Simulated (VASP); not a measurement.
Cu: single point with PBEsol

Cu:

```
Cu
1.0
     2.52059    0.00000    0.00000
    -1.26030    2.18290    0.00000
     0.00000    0.00000    4.01361
Cu
2
Cartesian
  0.0000 1.4553 1.0034
  1.2603 0.7276 3.0102
```

This cell differs from its parent crystal: strain +0.000 along x and y, -0.025 along z.

```
Program                : VASP 6.6.1
Task                   : single point
Functional             : PBEsol
Potentials or basis    : VASP PAW PBE potentials, release 64 (Cu)
Cutoff                 : 520 eV
k mesh                 : 30 × 30 × 14
Occupations            : gaussian, width 0.15 eV
Spin                   : no spin polarisation
Dipole correction      : no
Further INCAR settings : ALGO = Fast; EDIFF = 1e-07; NBANDS = 18
```

```json
{"Pressure": "5.6 GPa", "Band gap on the k mesh": "zero (bands 11 and 12 overlap by 6.10 eV)"}
```

Stress tensor (GPa, compression positive):
```
3.40 0.00 0.00
0.00 3.40 0.00
0.00 0.00 9.85
```

Levels at points of the mesh, in eV from the Fermi level:
```csv
k point,band 8,band 9,band 10,band 11,band 12,band 13,band 14,band 15
"(0.00, 0.00, 0.00)",-2.68,-2.68,-1.78,-1.78,-0.97,4.47,21.55,22.18
"(0.50, 0.00, 0.00)",-1.73,-1.60,-1.59,-0.05,1.60,8.18,8.72,11.23
"(0.00, 0.00, 0.50)",-3.23,-2.03,-2.03,-2.03,-2.03,13.69,13.69,22.29
"(0.50, 0.00, 0.50)",-2.00,-1.65,-1.65,0.38,0.38,5.15,5.15,16.50
```

Wall time 6.1 min on 1 thread of Intel Xeon 8259CL (shared host), peak memory 0.33 GiB.

Caveat: the cell differs from its parent crystal (strain +0.000 along x and y, -0.025 along z); the stress differs along the axes, from 3 to 10 GPa; the PAW data sets were made with another functional, which shifts forces and pressure a little.
